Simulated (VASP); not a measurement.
A run of VASP 6.6.1 is set up as follows.

File POSCAR:

```
YSe
1.0
    0.0000000000      2.7733370380      2.7733370380
    2.7733370380      0.0000000000      2.7733370380
    2.7733370380      2.7733370380      0.0000000000
Y Se
1 1
Direct
    0.5000000000      0.5000000000      0.5000000000
    0.0000000000      0.0000000000      0.0000000000
```

The input INCAR.step1:

```
SYSTEM = YSe
PREC = Accurate
ENCUT = 520
ISMEAR = 1
SIGMA = 0.1
LREAL = .FALSE.
LASPH = .TRUE.
NELM = 80
NBANDS = 16
GGA = PE
ALGO = Normal
EDIFF = 1E-4
LWAVE = .TRUE.
LCHARG = .FALSE.
```

Contents of INCAR.step2:

```
SYSTEM = YSe
PREC = Accurate
ENCUT = 520
EDIFF = 1E-6
ISMEAR = 1
SIGMA = 0.1
LREAL = .FALSE.
LASPH = .TRUE.
NELM = 80
ALGO = Normal
ISIF = 2
LWAVE = .FALSE.
LCHARG = .TRUE.
METAGGA = R2SCAN
LMIXTAU = .TRUE.
LELF = .TRUE.
LVHAR = .TRUE.
NBANDS = 16
ISTART = 1
```

KPOINTS

```
Automatic mesh
0
G
  7 7 7
  0 0 0
```

Potentials or basis: VASP PAW PBE potentials, release 64 (Y_sv, Se).

Launch:

```console
$ cat potpaw_PBE.64/Y_sv/POTCAR potpaw_PBE.64/Se/POTCAR > POTCAR
$ cp INCAR.step1 INCAR
$ mpirun -np 1 vasp_std > vasp.out
$ cp INCAR.step2 INCAR
$ mpirun -np 1 vasp_std > vasp.out
```

Question: What does it give for the pressure?

Answer: 12.2 GPa.

Caveat: the PAW data sets were made with another functional, which shifts forces and pressure a little.
